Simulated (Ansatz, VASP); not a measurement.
# SrTe in VASP and in Ansatz

```
Sr Te
1.0
     0.00000    3.23500    3.23500
     3.23500    0.00000    3.23500
     3.23500    3.23500    0.00000
Sr Te
1 1
Direct
  0.50000 0.50000 0.50000
  0.00000 0.00000 0.00000
```

Alike in both runs: task single point; functional BLYP; k mesh 6 × 6 × 6; occupations gaussian, width 0.05 eV; no spin polarisation.

|  | VASP | Ansatz |
| --- | --- | --- |
| version | VASP 6.6.1 | Ansatz 0.2.0 |
| potentials or method | VASP PAW PBE potentials, release 64 (Sr_sv, Te), cutoff 500 eV | scalar-relativistic, plane waves, PAW |
| valence electrons in the cell | 16 | 26 |

```tsv
	VASP	Ansatz	Ansatz less VASP
gap on the k mesh at the Fermi level (eV)	1.59	1.64	+0.048
least direct gap on the mesh (eV)	2.37	2.41	+0.037
pressure (GPa)	7.1	6.9	-0.25
```

VASP's potentials were made for PBE, not for BLYP. VASP's potentials hold 16 valence electrons a cell and Ansatz's 26, so a difference there can come from the potentials and not from the codes.

Spin-orbit coupling is off throughout.
